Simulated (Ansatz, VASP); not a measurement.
Two plane-wave programs on TiW2C3

```
CELL_PARAMETERS angstrom
3.05425 0.00000 0.00000
-1.52713 2.64506 0.00000
0.00000 0.00000 7.68751
ATOMIC_POSITIONS crystal
Ti 0.00000 0.00000 0.00000
W 0.33333 0.66667 0.32722
W 0.66667 0.33333 0.67278
C 0.33333 0.66667 0.83596
C 0.66667 0.33333 0.16404
C 0.00000 0.00000 0.50000
```

Alike in both runs: task relaxation of cell and atoms; functional PBE; k mesh 12 × 12 × 6; occupations gaussian, width 0.1 eV; no spin polarisation.

|  | VASP | Ansatz |
| --- | --- | --- |
| version | VASP 6.6.1 | Ansatz 0.2.0 |
| potentials or method | VASP PAW PBE potentials, release 64 (Ti_sv, W_sv, C), cutoff 600 eV | scalar-relativistic, plane waves, PAW |
| valence electrons in the cell | 52 | 52 |

Ansatz gave:

- gap on the k mesh at the Fermi level, each at its own relaxed structure (eV): none
- relaxed volume (Å³/atom): 10.35
- relaxed cell length with the largest relative difference (Å): 3.067

Q: Which values does VASP return?

A: gap on the k mesh at the Fermi level, each at its own relaxed structure (eV): none; relaxed volume (Å³/atom): 10.37; relaxed cell length with the largest relative difference (Å): 3.070.

A gap of «none» marks a metal or a gap that the smearing closes.

Spin-orbit coupling is off throughout.
